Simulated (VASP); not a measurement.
# Ni (Im-3m) in VASP: a series of runs

The runs below take Ni through single point, relaxation of cell and atoms, with r2SCAN.

All numbers are computed with VASP 6.6.1; they aren't measurements. Logs are shortened: lines on timing, memory, paths and dates and some standing lists are left out, and cuts for length are marked.

## Step 1: The cell of the first run

Symmetry: Im-3m, No. 229, cubic system. The conventional cell has a = 2.792 Å, b = 2.792 Å, c = 2.792 Å, α = 90.00°, β = 90.00°, γ = 90.00°. Ni (site symmetry m-3m) has 14 Ni at 2.42 to 2.79 Å within 3.2 Å.

## Step 2: Single point, r2SCAN (volume scaled by 1.04)

POSCAR

```
Ni
1.0
   -1.3961098964      1.3961098964      1.3961098964
    1.3961098964     -1.3961098964      1.3961098964
    1.3961098964      1.3961098964     -1.3961098964
Ni
1
Direct
    0.0000000000      0.0000000000      0.0000000000
```

INCAR.step1

```
  ALGO = Normal
  EDIFF = 1E-4
  ENCUT = 520
  GGA = PE
  ISMEAR = -1
  LASPH = T
  LCHARG = F
  LREAL = F
  LWAVE = T
  NBANDS = 11
  NELM = 100
  PREC = Accurate
  SIGMA = 0.1
```

INCAR.step2

```
  ALGO = Normal
  EDIFF = 1E-7
  ENCUT = 520
  ISIF = 2
  ISMEAR = -1
  ISTART = 1
  LASPH = T
  LCHARG = F
  LMIXTAU = T
  LREAL = F
  LWAVE = F
  METAGGA = R2SCAN
  NBANDS = 11
  NELM = 100
  PREC = Accurate
  SIGMA = 0.1
```

KPOINTS

```
k-points
0
Gamma
  18 18 18
```

Potentials or basis: VASP PAW PBE potentials, release 64 (Ni).

Launch:

```sh
> cat potpaw_PBE.64/Ni/POTCAR > POTCAR
> cp INCAR.step1 INCAR
> mpirun -np 1 vasp_std > vasp.out
> cp INCAR.step2 INCAR
> mpirun -np 1 vasp_std > vasp.out
```

OUTCAR:

```text
EDIFF = 1E-7
   ENCUT = 520
   ISIF = 2
   ISMEAR = -1
   ISTART = 1
   LASPH = T
   LREAL = F
   METAGGA = R2SCAN
   NELM = 100
   PREC = Accurate

 ion  position               nearest neighbor table
   1  0.000  0.000  0.000-

  LATTYP: Found a body centered cubic cell.
 ALAT       =     2.7922197928

  Lattice vectors:

 A1 = (  -1.3961098964,   1.3961098964,   1.3961098964)
 A2 = (   1.3961098964,  -1.3961098964,   1.3961098964)
 A3 = (   1.3961098964,   1.3961098964,  -1.3961098964)

Analysis of symmetry for initial positions (statically):
=====================================================================
 Subroutine PRICEL returns:
 Original cell was already a primitive cell.

 Routine SETGRP: Setting up the symmetry group for a
 body centered cubic supercell.

 Subroutine GETGRP returns: Found 48 space group operations
 (whereof 48 operations were pure point group operations)
 out of a pool of 48 trial point group operations.

The static configuration has the point symmetry O_h .

Analysis of symmetry for dynamics (positions and initial velocities):
=====================================================================
 Subroutine PRICEL returns:
 Original cell was already a primitive cell.

 Routine SETGRP: Setting up the symmetry group for a
 body centered cubic supercell.

 Subroutine GETGRP returns: Found 48 space group operations
 (whereof 48 operations were pure point group operations)
 out of a pool of 48 trial point group operations.

The dynamic configuration has the point symmetry O_h .

 Subroutine INISYM returns: Found 48 space group operations
 (whereof 48 operations are pure point group operations),
 and found     1 'primitive' translations

----------------------------------------------------------------------------------------

                                     Primitive cell

  volume of cell :      10.8848

  direct lattice vectors                    reciprocal lattice vectors
    -1.396109896  1.396109896  1.396109896     0.000000000  0.358137996  0.358137996
     1.396109896 -1.396109896  1.396109896     0.358137996  0.000000000  0.358137996
     1.396109896  1.396109896 -1.396109896     0.358137996  0.358137996  0.000000000

  length of vectors
     2.418133274  2.418133274  2.418133274     0.506483611  0.506483611  0.506483611

  position of ions in fractional coordinates (direct lattice)
     0.000000000  0.000000000  0.000000000

  ion indices of the primitive-cell ions
   primitive index   ion index
                 1           1

----------------------------------------------------------------------------------------

 KPOINTS: k-points

Automatic generation of k-mesh.
 Grid dimensions read from file:
 generate k-points for:   18   18   18

 Generating k-lattice:

  Cartesian coordinates                     Fractional coordinates (reciprocal lattice)
     0.000000000  0.019896555  0.019896555     0.055555556  0.000000000  0.000000000
     0.019896555  0.000000000  0.019896555     0.000000000  0.055555556  0.000000000
     0.019896555  0.019896555  0.000000000     0.000000000  0.000000000  0.055555556

  Length of vectors
     0.028137978  0.028137978  0.028137978

  Shift w.r.t. Gamma in fractional coordinates (k-lattice)
     0.000000000  0.000000000  0.000000000

 Subroutine IBZKPT returns following result:
 ===========================================

 Found    195 irreducible k-points:

 Following reciprocal coordinates:
            Coordinates               Weight
  0.000000  0.000000  0.000000      1.000000
  0.055556  0.000000  0.000000     12.000000
  0.111111  0.000000  0.000000     12.000000
  0.166667  0.000000  0.000000     12.000000
  0.222222  0.000000  0.000000     12.000000
  0.277778  0.000000  0.000000     12.000000
[... 16 lines left out ...]
  0.333333  0.111111  0.000000     48.000000
  0.388889  0.111111  0.000000     48.000000
 [... further k-points ...]
   k-points           NKPTS =    195   k-points in BZ     NKDIM =    195   number of bands    NBANDS=     11
   number of dos      NEDOS =    301   number of ions     NIONS =      1
   total plane-waves  NPLWV =   5832
   dimension x,y,z NGX =    18 NGY =   18 NGZ =   18
   dimension x,y,z NGXF=    36 NGYF=   36 NGZF=   36
   ions per type =               1
   NGX,Y,Z   is equivalent  to a cutoff of  12.37, 12.37, 12.37 a.u.
   NGXF,Y,Z  is equivalent  to a cutoff of  24.75, 24.75, 24.75 a.u.
 SYSTEM =  unknown system
   PREC   = accura    normal or accurate (medium, high low for compatibility)
   ISTART =      1    job   : 0-new  1-cont  2-samecut
   ICHARG =      0    charge: 1-file 2-atom 10-const
   ISPIN  =      1    spin polarized calculation?
   LNONCOLLINEAR =      F non collinear calculations
   LSORBIT =      F    spin-orbit coupling
   LASPH  =      T    aspherical Exc in radial PAW
   ENCUT  =  520.0 eV  38.22 Ry    6.18 a.u.   4.50  4.50  4.50*2*pi/ulx,y,z
   NELM   =    100;   NELMIN=  2; NELMDL=  0     # of ELM steps
   EDIFF  = 0.1E-06   stopping-criterion for ELM
   LREAL  =      F    real-space projection
   EDIFFG = 0.1E-05   stopping-criterion for IOM
   NSW    =      0    number of steps for IOM
   IBRION =     -1    ionic relax: 0-MD 1-quasi-New 2-CG
   NFREE  =      0    steps in history (QN), initial steepest desc. (CG)
   ISIF   =      2    stress and relaxation
   ISYM   =      2    0-nonsym 1-usesym 2-fastsym
   POTIM  = 0.5000    time-step for ionic-motion
   TEBEG  =    0.0;   TEEND  =   0.0 temperature during run
   PSTRESS=    0.0 pullay stress
   NELECT =      10.0000    total number of electrons
   NUPDOWN=      -1.0000    fix difference up-down
   EMIN   =  10.00;   EMAX   =-10.00  energy-range for DOS
   EFERMI =   0.00;   METHOD = LEGACY
   ISMEAR =    -1;   SIGMA  =   0.10  broadening in eV -4-tet -1-fermi 0-gaus
   EFERMI_NEDOS =   21; number of points for ismear=-14 and -15
   IALGO  =     38    algorithm
   IMIX   =      4    mixing-type and parameters
     AMIX     =   0.40;   BMIX     =  1.00
     AMIX_MAG =   1.60;   BMIX_MAG =  1.00
  volume/ion in A,a.u.               =      10.88        73.45
  Fermi-wavevector in a.u.,A,eV,Ry     =   1.591483  3.007466 34.461066  2.532817
  Thomas-Fermi vector in A             =   2.690016
   LORBIT       =      0    0 simple, 1 ext, 2 COOP (PROOUT), +10 PAW based schemes
   METAGGA = R2SCAN    functional components
   LHFCALC =     F    Hartree Fock is set to
   AEXX    =    0.0000 exact exchange contribution
   IVDW    =     0    specifies the selected vdW correction
   LEPSILON=     F    determine dielectric tensor
   LRPA    =     F    only Hartree local field effects (RPA)
 non-spin polarized calculation
  energy-cutoff  :      520.00
  volume of cell :       10.88
 maximum number of plane-waves:       321
 NGX is ok and might be reduce to    18
   NGX =  9   NGY =  9   NGZ =  9

 number of electron       9.9999988 magnetization

 Free energy of the ion-electron system (eV)
  ---------------------------------------------------
  ext. energy  EPLUGINS =         0.00000000
  ---------------------------------------------------
  free energy    TOTEN  =       -11.79721592 eV

  energy without entropy =      -11.73547532  energy(sigma->0) =      -11.76634562

 E-fermi :   8.9569     XC(G=0): -14.3460

 val. band max:        8.9548224695   @ k =  -0.2222   0.2222   0.2222
 cond. band min:       8.9574277995   @ k =  -0.2222   0.2778   0.1667
 fundamental gap:      0.0026053300
 Fermi energy:         8.9569438130

 k-point     1 :       0.0000    0.0000    0.0000
  band No.  band energies     occupation
      1      -0.1795      2.00000
      2       7.0425      2.00000
      3       7.0425      2.00000
      4       7.0425      2.00000
      5       8.2979      1.99726
      6       8.2979      1.99726
      7      36.5548      0.00000
      8      36.5548      0.00000
      9      36.5548      0.00000
     10      41.5900      0.00000
     11      41.5900      0.00000

 k-point     2 :       0.0556    0.0000    0.0000
  band No.  band energies     occupation
      1      -0.0466      2.00000
      2       7.0114      2.00000
      3       7.0397      2.00000
      4       7.1027      2.00000
      5       8.2669      1.99799
      6       8.3003      1.99719
      7      35.4057      0.00000
      8      36.2953      0.00000
      9      36.3541      0.00000
     10      40.6551      0.00000
     11      40.9484      0.00000

 k-point     3 :       0.1111    0.0000    0.0000
  band No.  band energies     occupation
      1       0.3468      2.00000
      2       6.9227      2.00000
      3       7.0227      2.00000
      4       7.2789      2.00000
      5       8.1925      1.99904
      6       8.3080      1.99697
      7      32.8777      0.00000
      8      35.4049      0.00000
      9      35.8789      0.00000
     10      38.7751      0.00000
     11      39.6372      0.00000

 k-point     4 :       0.1667    0.0000    0.0000
  band No.  band energies     occupation
      1       0.9814      2.00000
      2       6.7885      2.00000
      3       6.9742      2.00000
      4       7.5569      2.00000
      5       8.1216      1.99953
      6       8.3223      1.99650
      7      29.9159      0.00000
      8      34.0721      0.00000
      9      35.3292      0.00000
     10      36.7804      0.00000
     11      38.7265      0.00000
[... 239 lines left out ...]
 k-point    22 :       0.2778    0.1111    0.0000
  band No.  band energies     occupation
      1       3.9412      2.00000
      2       6.3104      2.00000
      3       6.7754      2.00000
      4       8.1272      1.99950
      5       8.4887      1.98166
      6       9.1610      0.23005
      7      21.4358      0.00000
      8      27.1645      0.00000
      9      30.9975      0.00000
     10      35.8760      0.00000
     11      40.6454      0.00000

 k-point    23 :       0.3333    0.1111    0.0000
  band No.  band energies     occupation
      1       4.4736      2.00000
      2       6.1957      2.00000
      3       7.1421      2.00000
      4       8.2122      1.99883
      5       8.5702      1.95901
      6       9.7924      0.00047
      7      18.9382      0.00000
      8      26.4839      0.00000
      9      30.1683      0.00000
     10      35.6475      0.00000
     11      40.5589      0.00000

 k-point    24 :       0.3889    0.1111    0.0000
  band No.  band energies     occupation
      1       4.6721      2.00000
      2       6.1242      2.00000
      3       7.5437      2.00000
      4       8.2550      1.99821
      5       8.7058      1.84988
      6      10.5507      0.00000
      7      16.9386      0.00000
      8      26.0583      0.00000
      9      29.6516      0.00000
     10      35.5084      0.00000
     11      40.5028      0.00000

 [... further k-points ...]
[... 5 lines left out ...]
  --------------------------------------------------------------------------------------
  -------------------------------------------------------------------------------------
  Total       -0.5089965     -0.5089965     -0.5089965     -0.0000000      0.0000000     -0.0000000
  in kB      -74.9215222    -74.9215222    -74.9215222     -0.0000000      0.0000000     -0.0000000
  external PRESSURE =     -74.9215222 kB  Pullay stress =       0.0000000 kB

 VOLUME and BASIS-vectors are now :
 -----------------------------------------------------------------------------
  energy-cutoff  :      520.00
  volume of cell :       10.88
      direct lattice vectors                 reciprocal lattice vectors
    -1.396109896  1.396109896  1.396109896     0.000000000  0.358137996  0.358137996
     1.396109896 -1.396109896  1.396109896     0.358137996  0.000000000  0.358137996
     1.396109896  1.396109896 -1.396109896     0.358137996  0.358137996  0.000000000

 POSITION                                       TOTAL-FORCE (eV/Angst)
 -----------------------------------------------------------------------------------
      0.00000      0.00000      0.00000        -0.000000      0.000000      0.000000
 -----------------------------------------------------------------------------------
    total drift:                                0.000000     -0.000000      0.000000

  FREE ENERGIE OF THE ION-ELECTRON SYSTEM (eV)
  ---------------------------------------------------
  free  energy   TOTEN  =       -11.7972159199 eV

  energy  without entropy=      -11.7354753243  energy(sigma->0) =      -11.76634562
```

It took 1.8 min on 1 thread of AMD EPYC 7R43 (Zen 3), shared host; peak memory 0.1 GiB.

What came out:

```
Free energy            : -11.7972 eV
Pressure               : -7.5 GPa
Band gap on the k mesh : zero (band 5 reaches 9.36 eV, above the bottom of band 6 at 8.24 eV)
```

Levels at points of the mesh, in eV from the Fermi level:
```
           k point  band 1  band 2  band 3  band 4  band 5  band 6  band 7  band 8  band 9  band 10
(0.00, 0.00, 0.00)   -9.14   -1.91   -1.91   -1.91   -0.66   -0.66   27.60   27.60   27.60    32.63
(0.50, 0.00, 0.00)   -4.48   -2.89   -0.67   -0.50    0.34    0.41    7.02   20.01   21.19    24.70
(0.50, 0.50, 0.50)   -4.12   -4.12    0.18    0.18    0.18   10.39   10.39   10.39   16.17    16.17
```

Caveat: the PAW data sets were made with another functional, which shifts forces and pressure a little; the run has no spin polarisation, though such a crystal can be magnetic. Spin polarisation is off, so any magnetic state and its effect on volume and gap are missing.

## Step 3: Single point, r2SCAN (volume scaled by 1.08)

POSCAR

```
Ni
1.0
   -1.4137840499      1.4137840499      1.4137840499
    1.4137840499     -1.4137840499      1.4137840499
    1.4137840499      1.4137840499     -1.4137840499
Ni
1
Direct
    0.0000000000      0.0000000000      0.0000000000
```

INCAR.step1

```
PREC     = Accurate       # precision mode
ENCUT    = 520            # plane-wave cutoff, eV
ISMEAR   = -1             # smearing method
SIGMA    = 0.1            # smearing width, eV
LREAL    = False          # projectors in reciprocal space
LASPH    = True           # aspherical terms in the spheres
NELM     = 100            # most SCF steps
NBANDS   = 11             # bands
GGA      = PE             # functional
ALGO     = Normal         # electronic algorithm
EDIFF    = 1E-4           # SCF threshold, eV
LWAVE    = True           # write WAVECAR
LCHARG   = False          # write CHGCAR
```

INCAR.step2

```
PREC     = Accurate       # precision mode
ENCUT    = 520            # plane-wave cutoff, eV
EDIFF    = 1E-7           # SCF threshold, eV
ISMEAR   = -1             # smearing method
SIGMA    = 0.1            # smearing width, eV
LREAL    = False          # projectors in reciprocal space
LASPH    = True           # aspherical terms in the spheres
NELM     = 100            # most SCF steps
ALGO     = Normal         # electronic algorithm
ISIF     = 2              # what is computed and relaxed
LWAVE    = False          # write WAVECAR
LCHARG   = False          # write CHGCAR
METAGGA  = R2SCAN         # meta-GGA
LMIXTAU  = True         
NBANDS   = 11             # bands
ISTART   = 1
```

KPOINTS

```
Automatic mesh
0
Gamma
  18 18 18
```

Potentials or basis: VASP PAW PBE potentials, release 64 (Ni).

Launch:

```sh
> cat potpaw_PBE.64/Ni/POTCAR > POTCAR
> cp INCAR.step1 INCAR
> mpirun -np 1 vasp_std > vasp.out
> cp INCAR.step2 INCAR
> mpirun -np 1 vasp_std > vasp.out
```

Run time: 1.8 min. Hardware: 1 thread of AMD EPYC 7R43 (Zen 3), shared host; peak memory 0.1 GiB.

The run converged. Its results:

- Free energy: -11.7691 eV
- Pressure: -13.8 GPa
- Band gap on the k mesh: zero (band 5 reaches 8.82 eV, above the bottom of band 6 at 7.76 eV)

Levels at points of the mesh, in eV from the Fermi level:
```
           k point  band 2  band 3  band 4  band 5  band 6  band 7  band 8  band 9
(0.00, 0.00, 0.00)   -1.81   -1.81   -1.81   -0.63   -0.63   27.19   27.19   27.19
(0.50, 0.00, 0.00)   -2.73   -0.64   -0.48    0.38    0.40    6.74   19.66   20.62
(0.50, 0.50, 0.50)   -3.90    0.17    0.17    0.17   10.15   10.15   10.15   15.81
```

Caveat: the PAW data sets were made with another functional, which shifts forces and pressure a little; the run has no spin polarisation, though such a crystal can be magnetic.

## Step 4: Single point, r2SCAN (volume scaled by 1.12)

POSCAR

```
Ni
1.0
   -1.4310270181      1.4310270181      1.4310270181
    1.4310270181     -1.4310270181      1.4310270181
    1.4310270181      1.4310270181     -1.4310270181
Ni
1
Direct
    0.0000000000      0.0000000000      0.0000000000
```

INCAR.step1

```
PREC = Accurate
ENCUT = 520
ISMEAR = -1
SIGMA = 0.1
LREAL = F
LASPH = T
NELM = 100
NBANDS = 11
GGA = PE
ALGO = Normal
EDIFF = 1E-4
LWAVE = T
LCHARG = F
```

INCAR.step2

```
PREC = Accurate
ENCUT = 520
EDIFF = 1E-7
ISMEAR = -1
SIGMA = 0.1
LREAL = F
LASPH = T
NELM = 100
ALGO = Normal
ISIF = 2
LWAVE = F
LCHARG = F
METAGGA = R2SCAN
LMIXTAU = T
NBANDS = 11
ISTART = 1
```

KPOINTS is that of step 3.

Launch:

```sh
> cat potpaw_PBE.64/Ni/POTCAR > POTCAR
> cp INCAR.step1 INCAR
> mpirun -np 1 vasp_std > vasp.out
> cp INCAR.step2 INCAR
> mpirun -np 1 vasp_std > vasp.out
```

It took 96 s on 1 thread of AMD EPYC 7R43 (Zen 3), shared host; peak memory 0.1 GiB.

Results (log left out):

```yaml
Free_energy: -11.7263 eV
Pressure: -18.8 GPa
Band_gap_on_the_k_mesh: zero (band 5 reaches 8.32 eV, above the bottom of band 6 at 7.31 eV)
```

Levels at points of the mesh, in eV from the Fermi level:
```csv
k point,band 1,band 2,band 3,band 4,band 5,band 6,band 7,band 8,band 9,band 10
"(0.00, 0.00, 0.00)",-8.62,-1.72,-1.72,-1.72,-0.60,-0.60,26.79,26.79,26.79,31.35
"(0.50, 0.00, 0.00)",-4.06,-2.59,-0.61,-0.46,0.36,0.45,6.47,19.32,20.08,23.61
"(0.50, 0.50, 0.50)",-3.69,-3.69,0.16,0.16,0.16,9.93,9.93,9.93,15.46,15.46
```

Caveat: the PAW data sets were made with another functional, which shifts forces and pressure a little; the run has no spin polarisation, though such a crystal can be magnetic.

(Continued in part 2 of 2.)
